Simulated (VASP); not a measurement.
# Ga2SnSe3 (P4mm) in VASP: notebook, part 2 of 2

VASP 6.6.1.

## 3. Single point, PBE

This run uses another cell than the first one, of 24.86 Å³/atom.

INCAR reads:

```
ALGO = Normal
EDIFF = 1E-6
ENCUT = 520
GGA = PE
ISIF = 2
ISMEAR = 0
LASPH = True
LCHARG = False
LREAL = False
LWAVE = False
NBANDS = 38
NELM = 80
PREC = Accurate
SIGMA = 0.1
```

KPOINTS reads:

```
k-points
0
Gamma
  4 4 2
```

POSCAR reads:

```
Ga2SnSe3
1.0
    3.9406355500      0.0000000000      0.0000000000
    0.0000000000      3.9406355500      0.0000000000
    0.0000000000      0.0000000000      9.6060590300
Ga Sn Se
2 1 3
Direct
    0.0000000000      0.0000000000      0.0094770000
    0.5000000000      0.5000000000      0.4938240100
    0.5000000000      0.5000000000      0.1658110000
    0.0000000000      0.0000000000      0.6709480300
    0.0000000000      0.0000000000      0.3257620000
    0.5000000000      0.5000000000      0.8341779700
```

Potentials or basis: VASP PAW PBE potentials, release 64 (Ga_d, Sn_d, Se).

The run is started by

```bash
$ cat potpaw_PBE.64/Ga_d/POTCAR potpaw_PBE.64/Sn_d/POTCAR potpaw_PBE.64/Se/POTCAR > POTCAR
$ mpirun -np 1 vasp_std > vasp.out
```

OUTCAR:

```text
EDIFF = 1E-6
   ENCUT = 520
   GGA = PE
   ISIF = 2
   ISMEAR = 0
   LASPH = True
   LREAL = False
   NELM = 80
   PREC = Accurate

 ion  position               nearest neighbor table
   1  0.000  0.000  0.009-   3 3.17   3 3.17   3 3.17   3 3.17
   2  0.500  0.500  0.494-   3 3.15
   3  0.500  0.500  0.166-   2 3.15   1 3.17   1 3.17   1 3.17   1 3.17   5 3.18   5 3.18   5 3.18
                             5 3.18   6 3.19
   4  0.000  0.000  0.671-
   5  0.000  0.000  0.326-   3 3.18   3 3.18   3 3.18   3 3.18
   6  0.500  0.500  0.834-   3 3.19

  LATTYP: Found a simple tetragonal cell.
 ALAT       =     3.9406355500
 C/A-ratio  =     2.4376928310

  Lattice vectors:

 A1 = (   3.9406355500,   0.0000000000,   0.0000000000)
 A2 = (   0.0000000000,   3.9406355500,   0.0000000000)
 A3 = (   0.0000000000,   0.0000000000,   9.6060590300)

Analysis of symmetry for initial positions (statically):
=====================================================================
 Subroutine PRICEL returns:
 Original cell was already a primitive cell.

 Routine SETGRP: Setting up the symmetry group for a
 simple tetragonal supercell.

 Subroutine GETGRP returns: Found  8 space group operations
 (whereof  8 operations were pure point group operations)
 out of a pool of 16 trial point group operations.

The static configuration has the point symmetry C_4v.

Analysis of symmetry for dynamics (positions and initial velocities):
=====================================================================
 Subroutine PRICEL returns:
 Original cell was already a primitive cell.

 Routine SETGRP: Setting up the symmetry group for a
 simple tetragonal supercell.

 Subroutine GETGRP returns: Found  8 space group operations
[... 115 lines left out ...]
   IALGO  =     38    algorithm
   IMIX   =      4    mixing-type and parameters
     AMIX     =   0.40;   BMIX     =  1.00
     AMIX_MAG =   1.60;   BMIX_MAG =  1.00
  volume/ion in A,a.u.               =      24.86       167.77
  Fermi-wavevector in a.u.,A,eV,Ry     =   1.194882  2.257999 19.425612  1.427742
  Thomas-Fermi vector in A             =   2.330861
   LORBIT       =      0    0 simple, 1 ext, 2 COOP (PROOUT), +10 PAW based schemes
   GGA     = PE    functional components
   LHFCALC =     F    Hartree Fock is set to
   AEXX    =    0.0000 exact exchange contribution
   IVDW    =     0    specifies the selected vdW correction
   LEPSILON=     F    determine dielectric tensor
   LRPA    =     F    only Hartree local field effects (RPA)
 non-spin polarized calculation
 Gauss-broadening in eV      SIGMA  =   0.10
  energy-cutoff  :      520.00
  volume of cell :      149.17
 maximum number of plane-waves:      4083
 NGX is ok and might be reduce to    30
   NGX = 15   NGY = 15   NGZ = 35

 number of electron      57.9999979 magnetization

 Free energy of the ion-electron system (eV)
  ---------------------------------------------------
  ext. energy  EPLUGINS =         0.00000000
  ---------------------------------------------------
  free energy    TOTEN  =       -19.12835939 eV

  energy without entropy =      -19.09789837  energy(sigma->0) =      -19.11312888

 E-fermi :   4.1019     XC(G=0):  -9.8224

 val. band max:        4.0825796534   @ k =   0.5000   0.2500   0.5000
 cond. band min:       4.1746082092   @ k =   0.2500   0.0000   0.0000
 fundamental gap:      0.0920285558
 Fermi energy:         4.1019270109

 k-point     1 :       0.0000    0.0000    0.0000
  band No.  band energies     occupation
      1     -17.5007      2.00000
      2     -17.4878      2.00000
      3     -17.4717      2.00000
      4     -17.4710      2.00000
      5     -17.4710      2.00000
      6     -10.4482      2.00000
[... 481 lines left out ...]
     37       8.4689      0.00000
     38       9.5311      0.00000

------------------------ aborting loop because EDIFF is reached ----------------------------------------

  FORCE on cell =-STRESS in cart. coord.  units (eV):
  Direction    XX          YY          ZZ          XY          YZ          ZX
  --------------------------------------------------------------------------------------
  -------------------------------------------------------------------------------------
  Total       -3.3416408     -3.3416408     -2.2453843      0.0000000      0.0000000      0.0000000
  in kB      -35.8915778    -35.8915778    -24.1170108      0.0000000      0.0000000      0.0000000
  external PRESSURE =     -31.9667221 kB  Pullay stress =       0.0000000 kB

 VOLUME and BASIS-vectors are now :
 -----------------------------------------------------------------------------
  energy-cutoff  :      520.00
  volume of cell :      149.17
      direct lattice vectors                 reciprocal lattice vectors
     3.940635550  0.000000000  0.000000000     0.253766172  0.000000000  0.000000000
     0.000000000  3.940635550  0.000000000     0.000000000  0.253766172  0.000000000
     0.000000000  0.000000000  9.606059030     0.000000000  0.000000000  0.104100963

 POSITION                                       TOTAL-FORCE (eV/Angst)
 -----------------------------------------------------------------------------------
      0.00000      0.00000      0.09104        -0.000000      0.000000     -0.868663
      1.97032      1.97032      4.74370        -0.000000     -0.000000      0.572980
      1.97032      1.97032      1.59279        -0.000000     -0.000000      0.190187
      0.00000      0.00000      6.44517        -0.000000      0.000000      0.067924
      0.00000      0.00000      3.12929         0.000000      0.000000     -0.303842
      1.97032      1.97032      8.01316        -0.000000      0.000000      0.341415
 -----------------------------------------------------------------------------------
    total drift:                                0.000000      0.000000     -0.000615

  FREE ENERGIE OF THE ION-ELECTRON SYSTEM (eV)
  ---------------------------------------------------
  free  energy   TOTEN  =       -19.1283593882 eV

  energy  without entropy=      -19.0978983653  energy(sigma->0) =      -19.11312888
```

OSZICAR:

```text
N       E                     dE             d eps       ncg     rms          rms(c)
DAV:   1     0.524092460618E+03    0.52409E+03   -0.26799E+04   966   0.207E+03
DAV:   2     0.649387629071E+02   -0.45915E+03   -0.44503E+03   950   0.558E+02
DAV:   3    -0.144721723237E+02   -0.79411E+02   -0.76762E+02  1092   0.171E+02
DAV:   4    -0.192946008884E+02   -0.48224E+01   -0.47302E+01  1058   0.430E+01
DAV:   5    -0.194284365808E+02   -0.13384E+00   -0.13365E+00  1126   0.769E+00    0.415E+00
DAV:   6    -0.191441554043E+02    0.28428E+00   -0.11186E+00  1306   0.657E+00    0.251E+00
DAV:   7    -0.191342995829E+02    0.98558E-02   -0.24868E-01  1060   0.186E+00    0.135E+00
DAV:   8    -0.191297423596E+02    0.45572E-02   -0.61204E-02  1110   0.885E-01    0.496E-01
DAV:   9    -0.191281538431E+02    0.15885E-02   -0.15193E-02  1048   0.462E-01    0.103E-01
DAV:  10    -0.191282984818E+02   -0.14464E-03   -0.25372E-03  1076   0.189E-01    0.844E-02
DAV:  11    -0.191283163220E+02   -0.17840E-04   -0.28540E-04  1090   0.729E-02    0.544E-02
DAV:  12    -0.191283601650E+02   -0.43843E-04   -0.10676E-04  1072   0.582E-02    0.157E-02
DAV:  13    -0.191283595501E+02    0.61490E-06   -0.27780E-05   992   0.219E-02    0.621E-03
DAV:  14    -0.191283593882E+02    0.16193E-06   -0.51668E-06   928   0.112E-02
   1 F= -.19128359E+02 E0= -.19113129E+02  d E =-.304610E-01
```

stdout:

```text
POSCAR found type information on POSCAR GaSnSe
 POSCAR found :  3 types and       6 ions
 scaLAPACK will be used
 LDA part: xc-table for (Slater+PW92), standard interpolation
 POSCAR, INCAR and KPOINTS ok, starting setup
 FFT: planning ... GRIDC
 FFT: planning ... GRID_SOFT
 FFT: planning ... GRID
 WAVECAR not read
 entering main loop
```

Wall time 31 s (1 thread of Intel Xeon 6975P-C (Granite Rapids), shared host); peak memory 0.27 GiB.

What came out:

* Free energy: -19.1284 eV
* Pressure: -3.2 GPa
* Largest force: 0.869 eV/Å
* Band gap on the k mesh: zero (bands 29 and 30 overlap by 1.56 eV)

Forces in eV/Å, atoms in the order of the input:
```
Ga   0.000  0.000 -0.869
Ga   0.000  0.000  0.573
Sn   0.000  0.000  0.190
Se   0.000  0.000  0.068
Se   0.000  0.000 -0.304
Se   0.000  0.000  0.341
```

Levels at points of the mesh, in eV from the Fermi level:
| k point | band 26 | band 27 | band 28 | band 29 | band 30 | band 31 | band 32 | band 33 |
| --- | --- | --- | --- | --- | --- | --- | --- | --- |
| (0.00, 0.00, 0.00) | -1.66 | -1.53 | 0.08 | 0.08 | 0.19 | 1.94 | 2.36 | 2.36 |
| (0.50, 0.00, 0.00) | -1.03 | -0.78 | -0.50 | 0.36 | 0.40 | 1.70 | 2.15 | 2.42 |
| (0.50, 0.50, 0.00) | -2.14 | -2.14 | -1.65 | -1.30 | -1.19 | 0.55 | 0.60 | 0.60 |
| (0.00, 0.00, 0.50) | -1.81 | -0.79 | -0.06 | 0.37 | 0.37 | 1.04 | 2.09 | 2.09 |
| (0.50, 0.00, 0.50) | -0.78 | -0.53 | -0.34 | -0.23 | -0.03 | 1.48 | 1.97 | 2.36 |
| (0.50, 0.50, 0.50) | -2.82 | -2.40 | -1.25 | -1.25 | -0.53 | -0.53 | 0.21 | 2.23 |

Caveat: the k points lie up to 0.40 Å⁻¹ apart, too coarse for converged energies and pressures of a metal; spin-orbit coupling is left out, which moves the levels of the heavy elements.

## 4. Relaxation of cell and atoms, PBE

This run uses another cell than the first one, of 24.86 Å³/atom.

INCAR reads:

```
SYSTEM = Ga2SnSe3
PREC = Accurate
ENCUT = 600
EDIFF = 1E-7
ISMEAR = 0
SIGMA = 0.1
LREAL = .FALSE.
LASPH = .TRUE.
NELM = 80
ALGO = Normal
ISIF = 3
LWAVE = .FALSE.
LCHARG = .FALSE.
GGA = PE
IBRION = 2
NSW = 90
EDIFFG = -0.04
```

KPOINTS reads:

```
Automatic mesh
0
G
  4 4 2
  0 0 0
```

POSCAR is that of step 3.

The run is started by

```bash
$ cat potpaw_PBE.64/Ga_d/POTCAR potpaw_PBE.64/Sn_d/POTCAR potpaw_PBE.64/Se/POTCAR > POTCAR
$ mpirun -np 1 vasp_std > vasp.out
```

It took 20 min on 1 thread of Intel Xeon 6975P-C (Granite Rapids), shared host; peak memory 0.33 GiB.

Results (log left out):

| Property | Result |
| --- | --- |
| Free energy | -21.9951 eV |
| Relaxed volume | 27.22 Å³/atom |
| Relaxed cell | a = 3.981 Å, b = 3.981 Å, c = 10.303 Å, α = 90.00°, β = 90.00°, γ = 90.00° |
| Space group after relaxing (to 0.1 Å) | P4mm (No. 99) |
| Energy gained by relaxing | 477.8 meV/atom |
| Ionic steps | 47 |
| Pressure after relaxing | 0.0 GPa |
| Largest force after relaxing | 0.039 eV/Å |
| Band gap on the k mesh | zero (bands 29 and 30 overlap by 2.12 eV) |

Forces on the atoms (eV/Å):
```
Ga   0.000  0.000  0.037
Ga   0.000  0.000  0.009
Sn   0.000  0.000 -0.039
Se   0.000  0.000  0.012
Se   0.000  0.000  0.018
Se   0.000  0.000 -0.037
```

Stress tensor (GPa, compression positive):
```
-0.09  0.00  0.00
 0.00 -0.09  0.00
 0.00  0.00  0.11
```

Step by step:
```tsv
step	energy change (eV)	largest force (eV/Å)	pressure (GPa)	volume (Å³)
1	0.0000	0.8684	-3.22	149.17
3	-0.2567	1.0936	1.40	132.29
5	-0.7163	0.7408	4.04	127.34
7	-1.1093	0.7632	-1.49	145.19
9	-1.2607	0.8314	-2.46	151.57
11	-2.1680	0.9791	-2.36	173.35
13	-2.3326	1.0144	0.24	164.49
15	-2.4105	0.3194	-0.23	165.33
17	-2.5514	0.5479	-0.39	160.25
19	-2.5857	0.4080	-0.09	155.46
21	-2.6106	0.4698	0.79	152.15
23	-2.6944	0.4564	-0.30	157.55
25	-2.7346	0.4139	0.27	157.30
27	-2.7701	0.2167	0.63	157.72
29	-2.7905	0.2499	-0.06	161.15
31	-2.8006	0.1388	-0.54	162.98
33	-2.8155	0.1549	0.32	160.35
35	-2.8338	0.2710	0.32	160.19
37	-2.8557	0.2569	-0.04	161.03
39	-2.8619	0.0747	0.09	161.01
41	-2.8630	0.0706	0.04	161.41
43	-2.8647	0.0709	-0.04	162.20
45	-2.8659	0.0686	0.17	162.07
47	-2.8669	0.0394	-0.02	163.31
```

Final structure:
```yaml
crystal:
  lattice:
    - [3.98137, 0.00000, 0.00000]
    - [0.00000, 3.98137, 0.00000]
    - [0.00000, 0.00000, 10.30276]
  atoms:
    - { symbol: Ga, position: [0.00000, 0.00000, 0.88850] }
    - { symbol: Ga, position: [0.50000, 0.50000, 0.65295] }
    - { symbol: Sn, position: [0.50000, 0.50000, 0.19381] }
    - { symbol: Se, position: [0.00000, 0.00000, 0.63258] }
    - { symbol: Se, position: [0.00000, 0.00000, 0.21610] }
    - { symbol: Se, position: [0.50000, 0.50000, 0.91607] }
```

Levels at points of the mesh, in eV from the Fermi level:
```csv
k point,band 26,band 27,band 28,band 29,band 30,band 31,band 32,band 33
"(0.00, 0.00, 0.00)",-2.77,-2.00,-2.00,-2.00,-0.98,2.81,3.77,4.05
"(0.50, 0.00, 0.00)",-1.60,-1.47,0.44,0.92,0.94,1.47,1.49,1.92
"(0.50, 0.50, 0.00)",-3.83,-3.83,-2.03,-1.97,-1.02,1.77,3.87,3.87
"(0.00, 0.00, 0.50)",-2.81,-1.97,-1.97,-1.39,-1.21,2.61,3.40,3.82
"(0.50, 0.00, 0.50)",-1.53,-1.48,0.77,0.88,1.22,1.31,1.43,1.91
"(0.50, 0.50, 0.50)",-3.79,-3.79,-2.31,-2.24,-0.56,2.49,3.50,3.50
```

Caveat: the k points lie up to 0.39 Å⁻¹ apart in the final cell, too coarse for converged energies and pressures of a metal; spin-orbit coupling is left out, which moves the levels of the heavy elements; this functional lacks dispersion, which binds the layers, so the pressure and a relaxed spacing across them are unreliable.

## 5. Single point, PBE

This run uses another cell than the first one, of 23.43 Å³/atom.

INCAR reads:

```
PREC = Accurate ; ENCUT = 520
EDIFF = 1E-6 ; ISMEAR = 0
SIGMA = 0.1 ; LREAL = False
LASPH = True ; NELM = 60
ALGO = Normal ; ISIF = 2
LWAVE = False ; LCHARG = False
GGA = PE ; NBANDS = 38
```

KPOINTS reads:

```
regular mesh
0
Gamma
  10 10 6
```

POSCAR reads:

```
Ga2SnSe3
1.0
    4.0331938174      0.0000000000      0.0000000000
    0.0000000000      4.0331938174      0.0000000000
    0.0000000000      0.0000000000      8.6428121125
Ga Sn Se
2 1 3
Direct
    0.0000000000      0.0000000000      0.9030901815
    0.5000000000      0.5000000000      0.6068074733
    0.5000000000      0.5000000000      0.2632835366
    0.0000000000      0.0000000000      0.6078326263
    0.0000000000      0.0000000000      0.2070264433
    0.5000000000      0.5000000000      0.9119597491
```

The run is started by

```bash
$ cat potpaw_PBE.64/Ga_d/POTCAR potpaw_PBE.64/Sn_d/POTCAR potpaw_PBE.64/Se/POTCAR > POTCAR
$ mpirun -np 1 vasp_std > vasp.out
```

It took 2.8 min on 1 thread of Intel Xeon 6975P-C (Granite Rapids), shared host; peak memory 0.51 GiB.

Results (log left out):

```yaml
Free_energy: -22.2317 eV
Pressure: 0.1 GPa
Largest_force: 0.013 eV/Å
Band_gap_on_the_k_mesh: zero (bands 29 and 30 overlap by 1.62 eV)
```

Forces in eV/Å, atoms in the order of the input:
```
Ga   0.000  0.000  0.001
Ga   0.000  0.000 -0.012
Sn   0.000  0.000 -0.005
Se   0.000  0.000 -0.008
Se   0.000  0.000  0.011
Se   0.000  0.000  0.013
```

Levels at points of the mesh, in eV from the Fermi level:
```
           k point  band 27  band 28  band 29  band 30  band 31  band 32
(0.00, 0.00, 0.00)    -2.08    -1.92    -1.92    -0.04     1.90     3.24
(0.50, 0.00, 0.00)    -1.57    -1.54     0.78     1.00     1.28     1.41
(0.50, 0.50, 0.00)    -3.72    -2.49    -1.05    -0.80     0.60     3.54
(0.00, 0.00, 0.50)    -1.70    -1.70    -1.49     0.16     1.86     3.49
(0.50, 0.00, 0.50)    -1.34    -0.76     0.48     0.48     1.34     1.73
(0.50, 0.50, 0.50)    -3.36    -3.36    -3.01     0.80     2.82     2.82
```

Caveat: spin-orbit coupling is left out, which moves the levels of the heavy elements.

## 6. Overview

```csv
task,cell,k mesh,cutoff (eV),gap on the mesh (eV),pressure (GPa),largest force (eV/Å)
single point,"a = 4.033, b = 4.033, c = 8.626 Å, 6 atoms, atomic positions A",4 × 4 × 2,520,none,0.0,0.02
single point,"a = 3.941, b = 3.941, c = 9.606 Å, 6 atoms, atomic positions B",4 × 4 × 2,520,none,-3.2,0.87
relaxation of cell and atoms,"relaxed from a = 3.941, b = 3.941, c = 9.606 Å, 6 atoms, atomic positions B",4 × 4 × 2,600,none,0.0,0.04
single point,"a = 4.033, b = 4.033, c = 8.643 Å, 6 atoms, atomic positions C",10 × 10 × 6,520,none,0.1,0.01
```

Alike in all rows: level PBE; potentials or basis VASP PAW PBE potentials, release 64 (Ga_d, Sn_d, Se); no spin polarisation; smearing gaussian 0.1 eV.

Caveats: some runs use coarse meshes; spin-orbit coupling is left out, which moves the levels of the heavy elements; this functional lacks dispersion, which binds the layers, so the pressure and a relaxed spacing across them are unreliable (at least some runs).

Total energies depend on the potentials used, so only differences within one code and one set of settings carry meaning.
